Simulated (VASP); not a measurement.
# Rh in VASP: a series of runs

Rh is run at these levels: r2SCAN; tasks: single point.

Everything below comes from runs of VASP 6.6.1. Logs are shortened: lines on timing, memory, paths and dates and some standing lists are left out, and cuts for length are marked.

## Step 1: The cell of the first run

The cell holds a slab with vacuum, 5 atoms: a = 2.687 Å, b = 2.687 Å, c = 23.600 Å, α = 90.00°, β = 90.00°, γ = 90.00°.

## Step 2: Single point, r2SCAN

File POSCAR:

```
Rh
1.0
    2.6869887600      0.0000000000      0.0000000000
    0.0000000000      2.6869887600      0.0000000000
    0.0000000000      0.0000000000     23.6000000000
Rh
5
Direct
    0.0000000000      0.0000000000      0.3421820004
    0.5000000000      0.5000000000      0.4188998588
    0.0000000000      0.0000000000      0.5000000002
    0.5000000000      0.5000000000      0.5811001407
    0.0000000000      0.0000000000      0.6578179999
```

File INCAR.step1:

```
  PREC = Accurate
  ENCUT = 520
  ISMEAR = -1
  SIGMA = 0.05
  LREAL = F
  LASPH = T
  NELM = 80
  LDIPOL = T
  IDIPOL = 3
  DIPOL = 0.5 0.5 0.500
  NBANDS = 46
  GGA = PE
  ALGO = Normal
  EDIFF = 1E-4
  LWAVE = T
  LCHARG = F
```

File INCAR.step2:

```
  PREC = Accurate
  ENCUT = 520
  EDIFF = 1E-6
  ISMEAR = -1
  SIGMA = 0.05
  LREAL = F
  LASPH = T
  NELM = 80
  ALGO = Normal
  ISIF = 2
  LWAVE = F
  LCHARG = T
  LDIPOL = T
  IDIPOL = 3
  DIPOL = 0.5 0.5 0.500
  METAGGA = R2SCAN
  LMIXTAU = T
  LELF = T
  LVHAR = T
  LVACPOTAV = T
  NBANDS = 46
  ISTART = 1
```

File KPOINTS:

```
Automatic mesh
0
Gamma
  15 15 1
```

Potentials or basis: VASP PAW PBE potentials, release 64 (Rh_pv).

Started as:

```bash
$ cat potpaw_PBE.64/Rh_pv/POTCAR > POTCAR
$ cp INCAR.step1 INCAR
$ mpirun -np 1 vasp_std > vasp.out
$ cp INCAR.step2 INCAR
$ mpirun -np 1 vasp_std > vasp.out
```

OUTCAR:

```text
PREC = Accurate
   ENCUT = 520
   EDIFF = 1E-6
   ISMEAR = -1
   LREAL = F
   LASPH = T
   NELM = 80
   ISIF = 2
   METAGGA = R2SCAN
   ISTART = 1

 ion  position               nearest neighbor table
   1  0.000  0.000  0.342-   2 2.62   2 2.62   2 2.62   2 2.62
   2  0.500  0.500  0.419-   1 2.62   1 2.62   1 2.62   1 2.62   3 2.70   3 2.70   3 2.70   3 2.70

   3  0.000  0.000  0.500-   4 2.70   4 2.70   4 2.70   4 2.70   2 2.70   2 2.70   2 2.70   2 2.70

   4  0.500  0.500  0.581-   5 2.62   5 2.62   5 2.62   5 2.62   3 2.70   3 2.70   3 2.70   3 2.70

   5  0.000  0.000  0.658-   4 2.62   4 2.62   4 2.62   4 2.62

  LATTYP: Found a simple tetragonal cell.
 ALAT       =     2.6869887600
 C/A-ratio  =     8.7830661413

  Lattice vectors:

 A1 = (   2.6869887600,   0.0000000000,   0.0000000000)
 A2 = (   0.0000000000,   2.6869887600,   0.0000000000)
 A3 = (   0.0000000000,   0.0000000000,  23.6000000000)

Analysis of symmetry for initial positions (statically):
=====================================================================
 Subroutine PRICEL returns:
 Original cell was already a primitive cell.

 Routine SETGRP: Setting up the symmetry group for a
 simple tetragonal supercell.

 Subroutine GETGRP returns: Found 16 space group operations
 (whereof 16 operations were pure point group operations)
 out of a pool of 16 trial point group operations.

The static configuration has the point symmetry D_4h.

Analysis of symmetry for dynamics (positions and initial velocities):
=====================================================================
 Subroutine PRICEL returns:
 Original cell was already a primitive cell.

 Routine SETGRP: Setting up the symmetry group for a
 simple tetragonal supercell.

 Subroutine GETGRP returns: Found 16 space group operations
 (whereof 16 operations were pure point group operations)
 out of a pool of 16 trial point group operations.

The dynamic configuration has the point symmetry D_4h.

 Subroutine INISYM returns: Found 16 space group operations
 (whereof 16 operations are pure point group operations),
 and found     1 'primitive' translations

----------------------------------------------------------------------------------------

                                     Primitive cell

  volume of cell :     170.3898

  direct lattice vectors                    reciprocal lattice vectors
[... 95 lines left out ...]
   EDIFFG = 0.1E-04   stopping-criterion for IOM
   NSW    =      0    number of steps for IOM
   IBRION =     -1    ionic relax: 0-MD 1-quasi-New 2-CG
   NFREE  =      0    steps in history (QN), initial steepest desc. (CG)
   ISIF   =      2    stress and relaxation
   ISYM   =      2    0-nonsym 1-usesym 2-fastsym
   POTIM  = 0.5000    time-step for ionic-motion
   TEBEG  =    0.0;   TEEND  =   0.0 temperature during run
   PSTRESS=    0.0 pullay stress
   NELECT =      75.0000    total number of electrons
   NUPDOWN=      -1.0000    fix difference up-down
   EMIN   =  10.00;   EMAX   =-10.00  energy-range for DOS
   EFERMI =   0.00;   METHOD = LEGACY
   ISMEAR =    -1;   SIGMA  =   0.05  broadening in eV -4-tet -1-fermi 0-gaus
   EFERMI_NEDOS =   21; number of points for ismear=-14 and -15
   IALGO  =     38    algorithm
   IMIX   =      4    mixing-type and parameters
     AMIX     =   0.40;   BMIX     =  1.00
     AMIX_MAG =   1.60;   BMIX_MAG =  1.00
  volume/ion in A,a.u.               =      34.08       229.97
  Fermi-wavevector in a.u.,A,eV,Ry     =   1.245319  2.353312 21.100186  1.550820
  Thomas-Fermi vector in A             =   2.379547
   LORBIT       =      0    0 simple, 1 ext, 2 COOP (PROOUT), +10 PAW based schemes
   METAGGA = R2SCAN    functional components
   LHFCALC =     F    Hartree Fock is set to
   AEXX    =    0.0000 exact exchange contribution
   IVDW    =     0    specifies the selected vdW correction
   LEPSILON=     F    determine dielectric tensor
   LRPA    =     F    only Hartree local field effects (RPA)
 non-spin polarized calculation
  energy-cutoff  :      520.00
  volume of cell :      170.39
 maximum number of plane-waves:      4622
 NGX is ok and might be reduce to    20
   NGX =  9   NGY =  9   NGZ = 87

 number of electron      74.9999999 magnetization

 dipolmoment           0.000000      0.000000      0.000000 electrons x Angstroem

 Free energy of the ion-electron system (eV)
  ---------------------------------------------------
  ext. energy  EPLUGINS =         0.00000000
  ---------------------------------------------------
  free energy    TOTEN  =      -118.35357659 eV

  energy without entropy =     -118.30010300  energy(sigma->0) =     -118.32683979

 E-fermi :   1.7045     XC(G=0):  -6.8654

 val. band max:        1.7027985158   @ k =   0.2000   0.0000   0.0000
 cond. band min:       1.7134395236   @ k =   0.4000   0.0000   0.0000
 fundamental gap:      0.0106410078
 Fermi energy:         1.7045047908

 k-point     1 :       0.0000    0.0000    0.0000
  band No.  band energies     occupation
      1     -46.8148      2.00000
      2     -46.6363      2.00000
      3     -46.4051      2.00000
      4     -46.4051      2.00000
      5     -46.3622      2.00000
      6     -46.3622      2.00000
[... 1165 lines left out ...]
     45       8.1425      0.00000
     46       9.5810      0.00000

 [... further k-points ...]

------------------------ aborting loop because EDIFF is reached ----------------------------------------

  FORCE on cell =-STRESS in cart. coord.  units (eV):
  Direction    XX          YY          ZZ          XY          YZ          ZX
  --------------------------------------------------------------------------------------
  -------------------------------------------------------------------------------------
  Total       -1.8076931     -1.8076931      0.4042392      0.0000000      0.0000000      0.0000000
  in kB      -16.9977553    -16.9977553      3.8010647      0.0000000      0.0000000      0.0000000
  external PRESSURE =     -10.0648153 kB  Pullay stress =       0.0000000 kB

 VOLUME and BASIS-vectors are now :
 -----------------------------------------------------------------------------
  energy-cutoff  :      520.00
  volume of cell :      170.39
      direct lattice vectors                 reciprocal lattice vectors
     2.686988760  0.000000000  0.000000000     0.372163820  0.000000000  0.000000000
     0.000000000  2.686988760  0.000000000     0.000000000  0.372163820  0.000000000
     0.000000000  0.000000000 23.600000000     0.000000000  0.000000000  0.042372881

 POSITION                                       TOTAL-FORCE (eV/Angst)
 -----------------------------------------------------------------------------------
      0.00000      0.00000      8.07550         0.000000      0.000000     -0.065933
      1.34349      1.34349      9.88604         0.000000     -0.000000      0.009554
      0.00000      0.00000     11.80000        -0.000000      0.000000      0.000000
      1.34349      1.34349     13.71396        -0.000000     -0.000000     -0.009554
      0.00000      0.00000     15.52450        -0.000000      0.000000      0.065933
 -----------------------------------------------------------------------------------
    total drift:                                0.000000      0.000000      0.000001

  FREE ENERGIE OF THE ION-ELECTRON SYSTEM (eV)
  ---------------------------------------------------
  free  energy   TOTEN  =      -118.3535765935 eV

  energy  without entropy=     -118.3001029953  energy(sigma->0) =     -118.32683979

 vacuum level on the upper side and lower side of the slab         6.815         6.815
```

OSZICAR.step1:

```text
N       E                     dE             d eps       ncg     rms          rms(c)
DAV:   1     0.817923996433E+03    0.81792E+03   -0.48261E+04  4104   0.160E+03
DAV:   2    -0.133441038215E+02   -0.83127E+03   -0.80921E+03  3614   0.483E+02
DAV:   3    -0.360399235926E+02   -0.22696E+02   -0.21631E+02  3710   0.865E+01
DAV:   4    -0.364668996947E+02   -0.42698E+00   -0.42410E+00  3886   0.111E+01
DAV:   5    -0.364790487726E+02   -0.12149E-01   -0.12148E-01  4170   0.158E+00    0.212E+01
DAV:   6    -0.343268084925E+02    0.21522E+01   -0.71084E+00  3546   0.178E+01    0.796E+00
DAV:   7    -0.373309492497E+02   -0.30041E+01   -0.11418E+01  3576   0.274E+01    0.200E+01
DAV:   8    -0.342618619844E+02    0.30691E+01   -0.84292E+00  3610   0.141E+01    0.381E+00
DAV:   9    -0.343665696033E+02   -0.10471E+00   -0.14365E+00  3570   0.114E+01    0.464E+00
DAV:  10    -0.341594986064E+02    0.20707E+00   -0.35250E-01  3678   0.532E+00    0.115E+00
DAV:  11    -0.341495450882E+02    0.99535E-02   -0.39560E-02  3714   0.159E+00    0.210E-01
DAV:  12    -0.341494900260E+02    0.55062E-04   -0.21172E-03  3752   0.402E-01    0.141E-01
DAV:  13    -0.341492184430E+02    0.27158E-03   -0.27979E-04  2778   0.136E-01    0.628E-02
DAV:  14    -0.341491626308E+02    0.55812E-04   -0.12751E-04  2396   0.621E-02
   1 F= -.34149163E+02 E0= -.34119964E+02  d E =-.583975E-01
```

Run time: 9.4 min. Hardware: 1 thread of Intel Xeon 6975P-C (Granite Rapids), shared host; peak memory 0.4 GiB.

Results:

| Item | Value |
| --- | --- |
| Free energy | -118.3536 eV |
| Largest force | 0.066 eV/Å |
| Band gap on the k mesh | zero (an odd number of electrons rules out a gap without spin polarisation) |

Forces in eV/Å, atoms in the order of the input:
```
Rh   0.000  0.000 -0.066
Rh   0.000  0.000  0.010
Rh   0.000  0.000  0.000
Rh   0.000  0.000 -0.010
Rh   0.000  0.000  0.066
```

Caveat: the PAW data sets were made with another functional, which shifts forces and pressure a little.

## Step 3: Single point, r2SCAN

POSCAR is that of step 2.

File INCAR.step1:

```
SYSTEM = Rh
PREC = Accurate
ENCUT = 520
ISMEAR = -1
SIGMA = 0.05
LREAL = .FALSE.
LASPH = .TRUE.
NELM = 80
LDIPOL = .TRUE.
IDIPOL = 3
DIPOL = 0.5 0.5 0.500
EFIELD = -0.3
NBANDS = 46
GGA = PE
ALGO = Normal
EDIFF = 1E-4
LWAVE = .TRUE.
LCHARG = .FALSE.
```

File INCAR.step2:

```
SYSTEM = Rh
PREC = Accurate
ENCUT = 520
EDIFF = 1E-6
ISMEAR = -1
SIGMA = 0.05
LREAL = .FALSE.
LASPH = .TRUE.
NELM = 80
ALGO = Normal
ISIF = 2
LWAVE = .FALSE.
LCHARG = .TRUE.
LDIPOL = .TRUE.
IDIPOL = 3
DIPOL = 0.5 0.5 0.500
METAGGA = R2SCAN
LMIXTAU = .TRUE.
LELF = .TRUE.
LVHAR = .TRUE.
LVACPOTAV = .TRUE.
EFIELD = -0.3
NBANDS = 46
ISTART = 1
```

File KPOINTS:

```
regular mesh
0
G
  15 15 1
  0 0 0
```

Potentials or basis: VASP PAW PBE potentials, release 64 (Rh_pv).

Started as:

```bash
$ cat potpaw_PBE.64/Rh_pv/POTCAR > POTCAR
$ cp INCAR.step1 INCAR
$ mpirun -np 1 vasp_std > vasp.out
$ cp INCAR.step2 INCAR
$ mpirun -np 1 vasp_std > vasp.out
```

Wall time 17 min (1 thread of Intel Xeon 6975P-C (Granite Rapids), shared host); peak memory 0.4 GiB.

It converged, with:

| Property | Result |
| --- | --- |
| Free energy | -118.3730 eV |
| Largest force | 0.072 eV/Å |
| Band gap on the k mesh | zero (an odd number of electrons rules out a gap without spin polarisation) |

Forces on the atoms (eV/Å):
```
Rh   0.000  0.000 -0.065
Rh   0.000  0.000  0.000
Rh   0.000  0.000  0.011
Rh   0.000  0.000 -0.019
Rh   0.000  0.000  0.072
```

Levels at points of the mesh, in eV from the Fermi level:
```tsv
k point	band 35	band 36	band 37	band 38	band 39	band 40	band 41	band 42
(0.00, 0.00, 0.00)	-1.00	-0.72	-0.46	-0.07	0.16	0.16	0.48	0.61
```

Caveat: the PAW data sets were made with another functional, which shifts forces and pressure a little.
